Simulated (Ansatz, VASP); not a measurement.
Sc: VASP beside Ansatz

```xyz
1
Lattice="0.0000 2.2984 2.2984 2.2984 0.0000 2.2984 2.2984 2.2984 0.0000" Properties=species:S:1:pos:R:3 pbc="T T T"
Sc    0.0000    0.0000    0.0000
```

Alike in both runs: task single point; functional LDA; k mesh 20 × 20 × 20; occupations fermi-dirac, width 0.1 eV; no spin polarisation.

|  | VASP | Ansatz |
| --- | --- | --- |
| version | VASP 6.6.1 | Ansatz 0.2.0 |
| potentials or method | VASP PAW LDA potentials, release 64 (Sc_sv), cutoff 520 eV | plane waves (420 eV) with PAW, scalar-relativistic |
| valence electrons in the cell | 11 | 11 |

|  | VASP | Ansatz | Ansatz less VASP |
| --- | --- | --- | --- |
| pressure (GPa) | -3.9 | -4.0 | -0.05 |

Ansatz warns that its potentials were made for another functional, while VASP's fit it. LDA's correlation is that of Perdew and Zunger in VASP and of Perdew and Wang (1992) in Ansatz.
